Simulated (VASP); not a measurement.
# AlGa3As4 (I-42m) in VASP: further runs, part 2 of 2

VASP 6.6.1. The steps go on from the part before.

## Step 3: Single point, PBE

File INCAR:

```
ALGO = Normal
EDIFF = 1E-6
ENCUT = 520
GGA = PE
ISIF = 2
ISMEAR = 0
LASPH = T
LCHARG = T
LELF = T
LREAL = F
LVHAR = T
LWAVE = F
NBANDS = 41
NELM = 80
PREC = Accurate
SIGMA = 0.02
```

File KPOINTS:

```
k-points
0
Gamma
  10 10 10
```

File POSCAR:

```
AlGa3As4
1.0
   -2.8702002000      2.8702002000      5.7408525000
    2.8702002000     -2.8702002000      5.7408525000
    2.8702002000      2.8702002000     -5.7408525000
Al Ga As
1 3 4
Direct
    0.5000000000      0.5000000000      0.0000000000
    0.0000000000      0.0000000000      0.0000000000
    0.2500000000      0.7500000000      0.5000000000
    0.7500000000      0.2500000000      0.5000000000
    0.8740840000      0.8740840000      0.4988700000
    0.3752140000      0.3752140000      0.5011300000
    0.1259160000      0.6247860000      0.0000000000
    0.6247860000      0.1259160000      0.0000000000
```

Potentials or basis: VASP PAW PBE potentials, release 64 (Al, Ga_d, As).

Run with:

```console
$ cat potpaw_PBE.64/Al/POTCAR potpaw_PBE.64/Ga_d/POTCAR potpaw_PBE.64/As/POTCAR > POTCAR
$ mpirun -np 1 vasp_std > vasp.out
```

OUTCAR:

```text
EDIFF = 1E-6
   ENCUT = 520
   GGA = PE
   ISIF = 2
   ISMEAR = 0
   LASPH = T
   LREAL = F
   NELM = 80
   PREC = Accurate

 ion  position               nearest neighbor table
   1  0.500  0.500  0.000-   6 2.48   5 2.48   7 2.48   8 2.48
   2  0.000  0.000  0.000-   6 2.49   7 2.49   8 2.49   5 2.49
   3  0.250  0.750  0.500-   5 2.49   8 2.49   7 2.49   6 2.49
   4  0.750  0.250  0.500-   5 2.49   7 2.49   8 2.49   6 2.49
   5  0.874  0.874  0.499-   1 2.48   2 2.49   3 2.49   4 2.49
   6  0.375  0.375  0.501-   1 2.48   2 2.49   4 2.49   3 2.49
   7  0.126  0.625  0.000-   1 2.48   2 2.49   4 2.49   3 2.49
   8  0.625  0.126  0.000-   1 2.48   2 2.49   3 2.49   4 2.49

  LATTYP: Found a body centered tetragonal cell.
 ALAT       =     5.7404004000
 C/A-ratio  =     2.0001575151

  Lattice vectors:

 A1 = (  -2.8702002000,   2.8702002000,   5.7408525000)
 A2 = (   2.8702002000,  -2.8702002000,   5.7408525000)
 A3 = (   2.8702002000,   2.8702002000,  -5.7408525000)

Analysis of symmetry for initial positions (statically):
=====================================================================
 Subroutine PRICEL returns:
 Original cell was already a primitive cell.

 Routine SETGRP: Setting up the symmetry group for a
 body centered tetragonal supercell.

 Subroutine GETGRP returns: Found  8 space group operations
 (whereof  8 operations were pure point group operations)
 out of a pool of 16 trial point group operations.

The static configuration has the point symmetry D_2d.

Analysis of symmetry for dynamics (positions and initial velocities):
=====================================================================
 Subroutine PRICEL returns:
 Original cell was already a primitive cell.

 Routine SETGRP: Setting up the symmetry group for a
 body centered tetragonal supercell.

 Subroutine GETGRP returns: Found  8 space group operations
 (whereof  8 operations were pure point group operations)
 out of a pool of 16 trial point group operations.

The dynamic configuration has the point symmetry D_2d.

 Subroutine INISYM returns: Found  8 space group operations
 (whereof  8 operations are pure point group operations),
 and found     1 'primitive' translations

----------------------------------------------------------------------------------------

                                     Primitive cell

  volume of cell :     189.1737

  direct lattice vectors                    reciprocal lattice vectors
    -2.870200200  2.870200200  5.740852500     0.000000000  0.174203876  0.087095079
     2.870200200 -2.870200200  5.740852500     0.174203876  0.000000000  0.087095079
     2.870200200  2.870200200 -5.740852500     0.174203876  0.174203876  0.000000000

  length of vectors
     7.030895093  7.030895093  7.030895093     0.194762787  0.194762787  0.246361484

  position of ions in fractional coordinates (direct lattice)
     0.500000000  0.500000000  0.000000000
     0.000000000  0.000000000  0.000000000
     0.250000000  0.750000000  0.500000000
     0.750000000  0.250000000  0.500000000
     0.874084000  0.874084000  0.498870000
     0.375214000  0.375214000  0.501130000
     0.125916000  0.624786000  0.000000000
[... 44 lines left out ...]
  0.300000 -0.000000  0.000000      8.000000
  0.400000  0.000000 -0.000000      8.000000
  0.500000 -0.000000  0.000000      4.000000
[... 16 lines left out ...]
  0.300000  0.300000  0.000000      8.000000
  0.400000  0.300000  0.000000     16.000000
 [... further k-points ...]
   k-points           NKPTS =    102   k-points in BZ     NKDIM =    102   number of bands    NBANDS=     41
   number of dos      NEDOS =    301   number of ions     NIONS =      8
   total plane-waves  NPLWV = 157464
   dimension x,y,z NGX =    54 NGY =   54 NGZ =   54
   dimension x,y,z NGXF=   108 NGYF=  108 NGZF=  108
   ions per type =               1   3   4
   NGX,Y,Z   is equivalent  to a cutoff of  12.77, 12.77, 12.77 a.u.
   NGXF,Y,Z  is equivalent  to a cutoff of  25.54, 25.54, 25.54 a.u.
 SYSTEM =  unknown system
   PREC   = accura    normal or accurate (medium, high low for compatibility)
   ISTART =      0    job   : 0-new  1-cont  2-samecut
   ICHARG =      2    charge: 1-file 2-atom 10-const
   ISPIN  =      1    spin polarized calculation?
   LNONCOLLINEAR =      F non collinear calculations
   LSORBIT =      F    spin-orbit coupling
   LASPH  =      T    aspherical Exc in radial PAW
   ENCUT  =  520.0 eV  38.22 Ry    6.18 a.u.  13.07 13.07 13.07*2*pi/ulx,y,z
   NELM   =     80;   NELMIN=  2; NELMDL= -5     # of ELM steps
   EDIFF  = 0.1E-05   stopping-criterion for ELM
   LREAL  =      F    real-space projection
   EDIFFG = 0.1E-04   stopping-criterion for IOM
   NSW    =      0    number of steps for IOM
   IBRION =     -1    ionic relax: 0-MD 1-quasi-New 2-CG
   NFREE  =      0    steps in history (QN), initial steepest desc. (CG)
   ISIF   =      2    stress and relaxation
   ISYM   =      2    0-nonsym 1-usesym 2-fastsym
   POTIM  = 0.5000    time-step for ionic-motion
   TEBEG  =    0.0;   TEEND  =   0.0 temperature during run
   PSTRESS=    0.0 pullay stress
   NELECT =      62.0000    total number of electrons
   NUPDOWN=      -1.0000    fix difference up-down
   EMIN   =  10.00;   EMAX   =-10.00  energy-range for DOS
   EFERMI =   0.00;   METHOD = LEGACY
   ISMEAR =     0;   SIGMA  =   0.02  broadening in eV -4-tet -1-fermi 0-gaus
   EFERMI_NEDOS =   21; number of points for ismear=-14 and -15
   IALGO  =     38    algorithm
   IMIX   =      4    mixing-type and parameters
     AMIX     =   0.40;   BMIX     =  1.00
     AMIX_MAG =   1.60;   BMIX_MAG =  1.00
  volume/ion in A,a.u.               =      23.65       159.58
  Fermi-wavevector in a.u.,A,eV,Ry     =   1.128717  2.132966 17.333856  1.274003
  Thomas-Fermi vector in A             =   2.265408
   LORBIT       =      0    0 simple, 1 ext, 2 COOP (PROOUT), +10 PAW based schemes
   GGA     = PE    functional components
   LHFCALC =     F    Hartree Fock is set to
   AEXX    =    0.0000 exact exchange contribution
   IVDW    =     0    specifies the selected vdW correction
   LEPSILON=     F    determine dielectric tensor
   LRPA    =     F    only Hartree local field effects (RPA)
 non-spin polarized calculation
 Gauss-broadening in eV      SIGMA  =   0.02
  energy-cutoff  :      520.00
  volume of cell :      189.17
 maximum number of plane-waves:      5129
 NGX is ok and might be reduce to    54
   NGX = 27   NGY = 27   NGZ = 27

 number of electron      61.9999991 magnetization

 Free energy of the ion-electron system (eV)
  ---------------------------------------------------
  ext. energy  EPLUGINS =         0.00000000
  ---------------------------------------------------
  free energy    TOTEN  =       -34.19600687 eV

  energy without entropy =      -34.19600687  energy(sigma->0) =      -34.19600687

 E-fermi :   3.6458     XC(G=0):  -9.2585

 val. band max:        3.5109185981   @ k =   0.0000   0.0000   0.0000
 cond. band min:       4.0796874789   @ k =   0.0000   0.0000   0.0000
 fundamental gap:      0.5687688808
 Fermi energy:         3.6458403832

 k-point     1 :       0.0000    0.0000    0.0000
  band No.  band energies     occupation
      1     -11.1858      2.00000
      2     -11.1780      2.00000
      3     -11.1780      2.00000
      4     -11.1104      2.00000
      5     -11.1104      2.00000
      6     -11.1068      2.00000
[... 1045 lines left out ...]
     40       8.3260      0.00000
     41       8.9784      0.00000

 [... further k-points ...]

------------------------ aborting loop because EDIFF is reached ----------------------------------------

  FORCE on cell =-STRESS in cart. coord.  units (eV):
  Direction    XX          YY          ZZ          XY          YZ          ZX
  --------------------------------------------------------------------------------------
  -------------------------------------------------------------------------------------
  Total        0.2312302      0.2312302      0.2271924      0.0000000     -0.0000000      0.0000000
  in kB        1.9583684      1.9583684      1.9241711      0.0000000     -0.0000000      0.0000000
  external PRESSURE =       1.9469693 kB  Pullay stress =       0.0000000 kB

 VOLUME and BASIS-vectors are now :
 -----------------------------------------------------------------------------
  energy-cutoff  :      520.00
  volume of cell :      189.17
      direct lattice vectors                 reciprocal lattice vectors
    -2.870200200  2.870200200  5.740852500     0.000000000  0.174203876  0.087095079
     2.870200200 -2.870200200  5.740852500     0.174203876  0.000000000  0.087095079
     2.870200200  2.870200200 -5.740852500     0.174203876  0.174203876  0.000000000

 POSITION                                       TOTAL-FORCE (eV/Angst)
 -----------------------------------------------------------------------------------
      0.00000      0.00000      5.74085         0.000000      0.000000     -0.000000
      0.00000      0.00000      0.00000        -0.000000      0.000000     -0.000000
      2.87020     -0.00000      2.87043        -0.000000      0.000000     -0.000000
     -0.00000      2.87020      2.87043         0.000000      0.000000     -0.000000
      1.43186      1.43186      7.17204        -0.002332     -0.002332     -0.001507
      1.43834      1.43834      1.43118         0.002332      0.002332     -0.001507
      1.43186     -1.43186      4.30967        -0.002332      0.002332      0.001507
     -1.43186      1.43186      4.30967         0.002332     -0.002332      0.001507
 -----------------------------------------------------------------------------------
    total drift:                                0.000007      0.000007     -0.000001

  FREE ENERGIE OF THE ION-ELECTRON SYSTEM (eV)
  ---------------------------------------------------
  free  energy   TOTEN  =       -34.1960068722 eV

  energy  without entropy=      -34.1960068722  energy(sigma->0) =      -34.19600687
```

It took 21 min on 1 thread of Oxide Virtual Turin-like, shared host; peak memory 0.83 GiB.

What came out:

| Property | Result |
| --- | --- |
| Free energy | -34.1960 eV |
| Pressure | 0.2 GPa |
| Largest force | 0.004 eV/Å |
| Band gap on the k mesh | 0.57 eV |

Forces on the atoms (eV/Å):
```
Al   0.000  0.000  0.000
Ga   0.000  0.000  0.000
Ga   0.000  0.000  0.000
Ga   0.000  0.000  0.000
As  -0.002 -0.002 -0.002
As   0.002  0.002 -0.002
As  -0.002  0.002  0.002
As   0.002 -0.002  0.002
```

Levels at points of the mesh, in eV from the valence-band top:
```
           k point  band 27  band 28  band 29  band 30  band 31  band 32  band 33  band 34  band 35  band 36
(0.00, 0.00, 0.00)    -2.40    -2.40    -0.01     0.00     0.00     0.57     1.56     1.81     3.84     3.84
(0.50, 0.00, 0.00)    -2.14    -2.07    -2.07    -1.18    -1.10     2.94     2.97     3.34     3.52     3.52
(0.50, 0.50, 0.00)    -1.06    -1.03    -1.02    -0.97    -0.96     0.93     1.30     2.74     2.98     4.52
(0.50, 0.50, 0.50)    -2.40    -1.55    -1.55    -1.46    -1.46     1.54     1.54     1.58     1.81     2.03
```
